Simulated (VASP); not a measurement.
## AlNi3: single point with PBEsol

Crystal: AlNi3.

```
Ni Al
1.0
     3.52305    0.00000    0.00000
     0.00000    3.52305    0.00000
     0.00000    0.00000    3.52305
Ni Al
3 1
Direct
  0.50000 0.50000 0.00000
  0.50000 0.00000 0.50000
  0.00000 0.50000 0.50000
  0.00000 0.00000 0.00000
```

| Property | Result |
| --- | --- |
| Program | VASP 6.6.1 |
| Task | single point |
| Functional | PBEsol |
| Potentials or basis | VASP PAW PBE potentials, release 64 (Ni, Al) |
| Cutoff | 520 eV |
| k mesh | 8 × 8 × 8 |
| Occupations | fermi-dirac, width 0.05 eV |
| Spin | collinear spin, ferrimagnetic start |
| Starting moments | [1.0, -1.0, 1.0, 0.0] μB |

```yaml
Pressure: -0.6 GPa
Net_moment: 0.63 μB per cell
Site_moments: Ni +0.22; Al -0.01 μB
Valence_electrons_inside_the_program's_atomic_spheres: Ni 9.46; Al 0.81
```

Levels at points of the mesh, in eV from the Fermi level:
Spin up:
```csv
k point,band 15,band 16,band 17,band 18,band 19,band 20
"(0.00, 0.00, 0.00)",-0.02,-0.02,0.87,0.87,0.87,6.73
"(0.50, 0.00, 0.00)",-1.05,-0.48,-0.02,5.67,5.67,5.68
"(0.00, 0.50, 0.00)",-1.05,-0.48,-0.02,5.67,5.67,5.68
"(0.50, 0.50, 0.00)",-0.97,-0.96,-0.57,0.92,0.92,8.31
"(0.50, 0.00, 0.50)",-0.97,-0.96,-0.57,0.92,0.92,8.31
"(0.50, 0.50, 0.50)",-1.07,-0.25,-0.21,-0.21,-0.21,3.62
```
Spin down:
```
           k point  band 13  band 14  band 15  band 16  band 17  band 18  band 19  band 20
(0.00, 0.00, 0.00)     0.01     0.33     0.33     0.33     0.85     0.85     0.85     6.82
(0.50, 0.00, 0.00)    -0.97    -0.97    -0.84    -0.30     0.33     5.72     5.72     5.73
(0.00, 0.50, 0.00)    -0.97    -0.97    -0.84    -0.30     0.33     5.72     5.72     5.73
(0.50, 0.50, 0.00)    -1.15    -1.10    -0.79    -0.64    -0.45     1.16     1.16     8.35
(0.50, 0.00, 0.50)    -1.15    -1.10    -0.79    -0.64    -0.45     1.16     1.16     8.35
(0.50, 0.50, 0.50)    -1.16    -0.91    -0.91    -0.25     0.10     0.10     0.10     3.71
```

It took 98 s on 1 thread of Intel(R) Xeon(R) 6975P-C (Granite Rapids), with other jobs on the host, peak memory 0.26 GiB.

Caveat: the PAW data sets were made with another functional, which shifts forces and pressure a little.
